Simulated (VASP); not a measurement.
# Sr (C2/c) in VASP: notebook

Runs on Sr. Level: PBEsol. Tasks: single point.

Program: VASP 6.6.1. These are calculated values, not measurements. Logs are shortened: lines on timing, memory, paths and dates and some standing lists are left out, and cuts for length are marked.

### 1 The cell of the first run

The structure is monoclinic, space group C2/c (No. 15). The conventional cell has a = 4.310 Å, b = 7.465 Å, c = 7.051 Å, α = 90.00°, β = 91.43°, γ = 90.00°. Sr (site symmetry 2) has 12 Sr at 4.27 to 4.36 Å within 5.6 Å.

### 2 Single point, PBEsol (strain +0.0250 x Voigt [0, 0, 0, 0, 1, 0])

INCAR reads:

```
PREC = Accurate
ENCUT = 520
EDIFF = 1E-6
ISMEAR = 0
SIGMA = 0.15
LREAL = F
LASPH = T
NELM = 60
ALGO = Fast
ISIF = 2
LWAVE = F
LCHARG = F
GGA = PS
NBANDS = 17
```

KPOINTS reads:

```
Automatic mesh
0
Gamma
  12 12 8
```

POSCAR reads:

```
Sr
1.0
    4.3100002207      0.0000000000      0.0538750028
   -2.1550001104      3.7325696814     -0.0269375014
    0.0881250000      0.0000000000      7.0500000000
Sr
2
Direct
    0.3333333333      0.6666666667      0.2500000000
    0.6666666667      0.3333333333      0.7500000000
```

Potentials or basis: VASP PAW PBE potentials, release 64 (Sr_sv).

Run with:

```console
$ cat potpaw_PBE.64/Sr_sv/POTCAR > POTCAR
$ mpirun -np 1 vasp_std > vasp.out
```

OUTCAR:

```text
PREC = Accurate
   ENCUT = 520
   EDIFF = 1E-6
   ISMEAR = 0
   LREAL = F
   LASPH = T
   NELM = 60
   ISIF = 2
   GGA = PS

 ion  position               nearest neighbor table
   1  0.333  0.667  0.250-   2 4.27   2 4.27   2 4.32   2 4.32   2 4.36   2 4.36
   2  0.667  0.333  0.750-   1 4.27   1 4.27   1 4.32   1 4.32   1 4.36   1 4.36

  LATTYP: Found a base centered monoclinic cell.
 ALAT       =     4.3103369263
 B/A-ratio  =     1.7319155069
 C/A-ratio  =     1.6357307747
 COS(beta)  =    -0.0249960944

  Lattice vectors:

 A1 = (  -2.1550001104,   3.7325696814,  -0.0269375014)
 A2 = (  -2.1550001103,  -3.7325696814,  -0.0269375014)
 A3 = (   0.0881250000,   0.0000000000,   7.0500000000)

Analysis of symmetry for initial positions (statically):
=====================================================================
 Subroutine PRICEL returns:
 Original cell was already a primitive cell.

 Routine SETGRP: Setting up the symmetry group for a
 base centered monoclinic supercell.

 Subroutine GETGRP returns: Found  4 space group operations
 (whereof  2 operations were pure point group operations)
 out of a pool of  4 trial point group operations.

The static configuration has the point symmetry S_2 .
 The point group associated with its full space group is C_2h.

Analysis of symmetry for dynamics (positions and initial velocities):
=====================================================================
 Subroutine PRICEL returns:
 Original cell was already a primitive cell.

 Routine SETGRP: Setting up the symmetry group for a
 base centered monoclinic supercell.

 Subroutine GETGRP returns: Found  4 space group operations
 (whereof  2 operations were pure point group operations)
 out of a pool of  4 trial point group operations.

The dynamic configuration has the point symmetry S_2 .
 The point group associated with its full space group is C_2h.

 Subroutine INISYM returns: Found  4 space group operations
 (whereof  2 operations are pure point group operations),
 and found     1 'primitive' translations

----------------------------------------------------------------------------------------

                                     Primitive cell

  volume of cell :     113.3983

  direct lattice vectors                    reciprocal lattice vectors
     4.310000221  0.000000000  0.053875003     0.232054808  0.133955972 -0.002900685
    -2.155000110  3.732569681 -0.026937501     0.000000000  0.267911944  0.000000000
     0.088125000  0.000000000  7.050000000    -0.001773327 -0.000000000  0.141866138

  length of vectors
     4.310336926  4.310084400  7.050550760     0.267959046  0.267911944  0.141877221

  position of ions in fractional coordinates (direct lattice)
     0.333333333  0.666666667  0.250000000
     0.666666667  0.333333333  0.750000000

  ion indices of the primitive-cell ions
   primitive index   ion index
                 1           1
                 2           2

----------------------------------------------------------------------------------------

 KPOINTS: Automatic mesh

Automatic generation of k-mesh.
 Grid dimensions read from file:
 generate k-points for:   12   12    8

 Generating k-lattice:

  Cartesian coordinates                     Fractional coordinates (reciprocal lattice)
     0.019337901  0.011162998 -0.000241724     0.083333333  0.000000000  0.000000000
     0.000000000  0.022325995  0.000000000     0.000000000  0.083333333  0.000000000
    -0.000221666 -0.000000000  0.017733267     0.000000000  0.000000000  0.125000000

  Length of vectors
     0.022329921  0.022325995  0.017734653

  Shift w.r.t. Gamma in fractional coordinates (k-lattice)
     0.000000000  0.000000000  0.000000000

 Subroutine IBZKPT returns following result:
 ===========================================

 Found    320 irreducible k-points:

 Following reciprocal coordinates:
            Coordinates               Weight
  0.000000  0.000000  0.000000      1.000000
  0.083333  0.000000  0.000000      4.000000
  0.166667  0.000000  0.000000      4.000000
  0.250000  0.000000  0.000000      4.000000
  0.333333  0.000000  0.000000      4.000000
  0.416667  0.000000 -0.000000      4.000000
[... 16 lines left out ...]
  0.333333  0.166667  0.000000      4.000000
  0.416667  0.166667 -0.000000      4.000000
 [... further k-points ...]
   k-points           NKPTS =    320   k-points in BZ     NKDIM =    320   number of bands    NBANDS=     17
   number of dos      NEDOS =    301   number of ions     NIONS =      2
   total plane-waves  NPLWV =  55296
   dimension x,y,z NGX =    32 NGY =   32 NGZ =   54
   dimension x,y,z NGXF=    64 NGYF=   64 NGZF=  108
   ions per type =               2
   NGX,Y,Z   is equivalent  to a cutoff of  12.34, 12.34, 12.73 a.u.
   NGXF,Y,Z  is equivalent  to a cutoff of  24.68, 24.69, 25.47 a.u.
 SYSTEM =  unknown system
   PREC   = accura    normal or accurate (medium, high low for compatibility)
   ISTART =      0    job   : 0-new  1-cont  2-samecut
   ICHARG =      2    charge: 1-file 2-atom 10-const
   ISPIN  =      1    spin polarized calculation?
   LNONCOLLINEAR =      F non collinear calculations
   LSORBIT =      F    spin-orbit coupling
   LASPH  =      T    aspherical Exc in radial PAW
   ENCUT  =  520.0 eV  38.22 Ry    6.18 a.u.   8.01  8.01 13.11*2*pi/ulx,y,z
   NELM   =     60;   NELMIN=  2; NELMDL= -5     # of ELM steps
   EDIFF  = 0.1E-05   stopping-criterion for ELM
   LREAL  =      F    real-space projection
   EDIFFG = 0.1E-04   stopping-criterion for IOM
   NSW    =      0    number of steps for IOM
   IBRION =     -1    ionic relax: 0-MD 1-quasi-New 2-CG
   NFREE  =      0    steps in history (QN), initial steepest desc. (CG)
   ISIF   =      2    stress and relaxation
   ISYM   =      2    0-nonsym 1-usesym 2-fastsym
   POTIM  = 0.5000    time-step for ionic-motion
   TEBEG  =    0.0;   TEEND  =   0.0 temperature during run
   PSTRESS=    0.0 pullay stress
   NELECT =      20.0000    total number of electrons
   NUPDOWN=      -1.0000    fix difference up-down
   EMIN   =  10.00;   EMAX   =-10.00  energy-range for DOS
   EFERMI =   0.00;   METHOD = LEGACY
   ISMEAR =     0;   SIGMA  =   0.15  broadening in eV -4-tet -1-fermi 0-gaus
   EFERMI_NEDOS =   21; number of points for ismear=-14 and -15
   IALGO  =     68    algorithm
   IMIX   =      4    mixing-type and parameters
     AMIX     =   0.40;   BMIX     =  1.00
     AMIX_MAG =   1.60;   BMIX_MAG =  1.00
  volume/ion in A,a.u.               =      56.70       382.62
  Fermi-wavevector in a.u.,A,eV,Ry     =   0.918085  1.734928 11.468068  0.842879
  Thomas-Fermi vector in A             =   2.043126
   LORBIT       =      0    0 simple, 1 ext, 2 COOP (PROOUT), +10 PAW based schemes
   GGA     = PS    functional components
   LHFCALC =     F    Hartree Fock is set to
   AEXX    =    0.0000 exact exchange contribution
   IVDW    =     0    specifies the selected vdW correction
   LEPSILON=     F    determine dielectric tensor
   LRPA    =     F    only Hartree local field effects (RPA)
 non-spin polarized calculation
 RMM-DIIS sequential band-by-band and
 Gauss-broadening in eV      SIGMA  =   0.15
  energy-cutoff  :      520.00
  volume of cell :      113.40
 maximum number of plane-waves:      3082
   NGX = 17   NGY = 17   NGZ = 27

 number of electron      20.0000000 magnetization

 Free energy of the ion-electron system (eV)
  ---------------------------------------------------
  ext. energy  EPLUGINS =         0.00000000
  ---------------------------------------------------
  free energy    TOTEN  =        -3.65909097 eV

  energy without entropy =       -3.63126085  energy(sigma->0) =       -3.64517591

 E-fermi :   1.4114     XC(G=0):  -7.3378

 val. band max:        1.4111577386   @ k =   0.0833   0.0833   0.0000
 cond. band min:       1.4120286978   @ k =  -0.1667   0.0833   0.0000
 fundamental gap:      0.0008709592
 Fermi energy:         1.4113606784

 k-point     1 :       0.0000    0.0000    0.0000
  band No.  band energies     occupation
      1     -35.2009      2.00000
      2     -35.1888      2.00000
      3     -17.2825      2.00000
      4     -17.1325      2.00000
      5     -17.1321      2.00000
      6     -17.1081      2.00000
[... 9 lines left out ...]
     16       4.0511      0.00000
     17       4.5610      0.00000

 k-point     2 :       0.0833    0.0000    0.0000
  band No.  band energies     occupation
      1     -35.2002      2.00000
      2     -35.1885      2.00000
      3     -17.2786      2.00000
      4     -17.1413      2.00000
      5     -17.1352      2.00000
      6     -17.1174      2.00000
[... 9 lines left out ...]
     16       4.1447      0.00000
     17       4.4440      0.00000

 k-point     3 :       0.1667    0.0000    0.0000
  band No.  band energies     occupation
      1     -35.1982      2.00000
      2     -35.1875      2.00000
      3     -17.2674      2.00000
      4     -17.1662      2.00000
      5     -17.1430      2.00000
      6     -17.1429      2.00000
[... 9 lines left out ...]
     16       4.1266      0.00000
     17       4.2639      0.00000

 k-point     4 :       0.2500    0.0000    0.0000
  band No.  band energies     occupation
      1     -35.1953      2.00000
      2     -35.1863      2.00000
      3     -17.2507      2.00000
      4     -17.2003      2.00000
      5     -17.1768      2.00000
      6     -17.1532      2.00000
[... 9 lines left out ...]
     16       4.4310      0.00000
     17       4.4519      0.00000
[... 343 lines left out ...]
      1     -35.1911      2.00000
      2     -35.1850      2.00000
      3     -17.2322      2.00000
      4     -17.2214      2.00000
      5     -17.2187      2.00000
      6     -17.1713      2.00000
[... 9 lines left out ...]
     16       4.7423      0.00000
     17       5.0204      0.00000

 k-point    23 :       0.3333    0.1667    0.0000
  band No.  band energies     occupation
      1     -35.1887      2.00000
      2     -35.1847      2.00000
      3     -17.2515      2.00000
      4     -17.2289      2.00000
      5     -17.2047      2.00000
      6     -17.1854      2.00000
[... 9 lines left out ...]
     16       4.9280      0.00000
     17       5.2623      0.00000

 k-point    24 :       0.4167    0.1667   -0.0000
  band No.  band energies     occupation
      1     -35.1877      2.00000
      2     -35.1848      2.00000
      3     -17.2588      2.00000
      4     -17.2319      2.00000
      5     -17.1970      2.00000
      6     -17.1900      2.00000
[... 9 lines left out ...]
     16       5.1778      0.00000
     17       5.3591      0.00000

 [... further k-points ...]

------------------------ aborting loop because EDIFF is reached ----------------------------------------

  FORCE on cell =-STRESS in cart. coord.  units (eV):
  Direction    XX          YY          ZZ          XY          YZ          ZX
  --------------------------------------------------------------------------------------
  -------------------------------------------------------------------------------------
  Total       -0.6088516     -0.6100252     -0.5733120      0.0000000      0.0000000     -0.1031602
  in kB       -8.6023193     -8.6189015     -8.1001883      0.0000000      0.0000000     -1.4575258
  external PRESSURE =      -8.4404697 kB  Pullay stress =       0.0000000 kB

 VOLUME and BASIS-vectors are now :
 -----------------------------------------------------------------------------
  energy-cutoff  :      520.00
  volume of cell :      113.40
      direct lattice vectors                 reciprocal lattice vectors
     4.310000221  0.000000000  0.053875003     0.232054808  0.133955972 -0.002900685
    -2.155000110  3.732569681 -0.026937501     0.000000000  0.267911944  0.000000000
     0.088125000  0.000000000  7.050000000    -0.001773327 -0.000000000  0.141866138

 POSITION                                       TOTAL-FORCE (eV/Angst)
 -----------------------------------------------------------------------------------
      0.02203      2.48838      1.76250        -0.000000      0.002106     -0.000000
      2.22109      1.24419      5.31444         0.000000     -0.002106      0.000000
 -----------------------------------------------------------------------------------
    total drift:                                0.000000     -0.000000      0.000000

  FREE ENERGIE OF THE ION-ELECTRON SYSTEM (eV)
  ---------------------------------------------------
  free  energy   TOTEN  =        -3.6590909670 eV

  energy  without entropy=       -3.6312608503  energy(sigma->0) =       -3.64517591
```

Run time: 14 min. Hardware: 1 thread of Oxide Virtual Turin-like, shared host; peak memory 0.58 GiB.

Results:

```
Free energy            : -3.6591 eV
Pressure               : -0.8 GPa
Band gap on the k mesh : zero (bands 10 and 11 overlap by 0.29 eV)
```

Forces on the atoms (eV/Å):
```
Sr   0.000  0.002  0.000
Sr   0.000 -0.002  0.000
```

Caveat: the cell differs from its parent crystal (strain +0.0250 x Voigt [0, 0, 0, 0, 1, 0]); the PAW data sets were made with another functional, which shifts forces and pressure a little.

### 3 Single point, PBEsol (strain +0.0150 x Voigt [0, 0, 0, 0, 1, 0])

INCAR reads:

```
PREC = Accurate ; ENCUT = 520
EDIFF = 1E-6 ; ISMEAR = 0
SIGMA = 0.15 ; LREAL = False
LASPH = True ; NELM = 60
ALGO = Fast ; ISIF = 2
LWAVE = False ; LCHARG = False
GGA = PS ; NBANDS = 17
```

KPOINTS reads:

```
regular mesh
0
Gamma
  12 12 8
```

POSCAR reads:

```
Sr
1.0
    4.3100002207      0.0000000000      0.0323250017
   -2.1550001104      3.7325696814     -0.0161625008
    0.0528750000      0.0000000000      7.0500000000
Sr
2
Direct
    0.3333333333      0.6666666667      0.2500000000
    0.6666666667      0.3333333333      0.7500000000
```

Potentials or basis: VASP PAW PBE potentials, release 64 (Sr_sv).

Run with:

```console
$ cat potpaw_PBE.64/Sr_sv/POTCAR > POTCAR
$ mpirun -np 1 vasp_std > vasp.out
```

Run time: 14 min. Hardware: 1 thread of Oxide Virtual Turin-like, shared host; peak memory 0.58 GiB.

It converged, with:

```yaml
Free_energy: -3.6599 eV
Pressure: -0.8 GPa
Band_gap_on_the_k_mesh: zero (bands 10 and 11 overlap by 0.29 eV)
```

Stress tensor (GPa, compression positive):
```
-0.86  0.00 -0.09
 0.00 -0.86  0.00
-0.09  0.00 -0.82
```

Levels at points of the mesh, in eV from the Fermi level:
```tsv
k point	band 6	band 7	band 8	band 9	band 10	band 11	band 12	band 13	band 14	band 15
(0.00, 0.00, 0.00)	-18.52	-18.52	-18.52	-3.63	-1.15	0.02	2.24	2.25	2.25	2.64
(0.50, 0.00, 0.00)	-18.58	-18.56	-18.54	-1.14	-0.56	0.08	0.24	1.26	1.82	2.15
(0.00, 0.50, 0.00)	-18.58	-18.56	-18.54	-1.14	-0.56	0.08	0.24	1.26	1.81	2.15
(0.00, 0.00, 0.50)	-18.53	-18.53	-18.53	-2.71	-2.71	1.24	1.24	2.24	2.24	2.25
(0.50, 0.00, 0.50)	-18.57	-18.56	-18.56	-0.83	-0.79	0.18	0.23	1.27	1.32	2.90
(0.00, 0.50, 0.50)	-18.57	-18.56	-18.56	-0.81	-0.81	0.21	0.21	1.30	1.30	2.91
```

Caveat: the cell differs from its parent crystal (strain +0.0150 x Voigt [0, 0, 0, 0, 1, 0]); the PAW data sets were made with another functional, which shifts forces and pressure a little.
